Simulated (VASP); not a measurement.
Runs of VASP 6.6.1 on Cs. The structure is that of space group P6/mmm (No. 191), or close to it. The cells are those of the table. This isn't the form of Cs at room conditions, which is bcc.

| cell | gap on the mesh (eV) | pressure (GPa) |
| --- | --- | --- |
| a = 8.706, b = 8.706, c = 5.182 Å, angles 90.0, 90.0, 120.0°, 3 atoms | none | -0.1 |
| a = 8.593, b = 8.593, c = 5.115 Å, angles 90.0, 90.0, 120.0°, 3 atoms | none | (b) |
| a = 8.924, b = 8.924, c = 5.312 Å, angles 90.0, 90.0, 120.0°, 3 atoms | none | -0.2 |
| a = 8.477, b = 8.477, c = 5.046 Å, angles 90.0, 90.0, 120.0°, 3 atoms | none | 0.1 |
| a = 8.357, b = 8.357, c = 4.975 Å, angles 90.0, 90.0, 120.0°, 3 atoms | none | (a) |
| a = 8.816, b = 8.816, c = 5.248 Å, angles 90.0, 90.0, 120.0°, 3 atoms | none | -0.1 |
| a = 8.234, b = 8.234, c = 4.901 Å, angles 90.0, 90.0, 120.0°, 3 atoms | none | 0.3 |

Alike in all rows: task single point; level PBEsol; potentials or basis VASP PAW PBE potentials, release 64 (Cs_sv); no spin polarisation; k mesh 5 × 5 × 7; cutoff (eV) 520; smearing fermi-dirac 0.1 eV.

Problem. Estimate the missing entries.

Solution. (a) 0.2; (b) 0.0.

Caveats: the PAW data sets were made with another functional, which shifts forces and pressure a little; spin-orbit coupling is left out, which moves the levels of the heavy elements.

A k mesh can miss the band edges, and the runs leave out spin-orbit coupling on Cs.

A gap of «none» marks levels without a gap at the run's occupations.
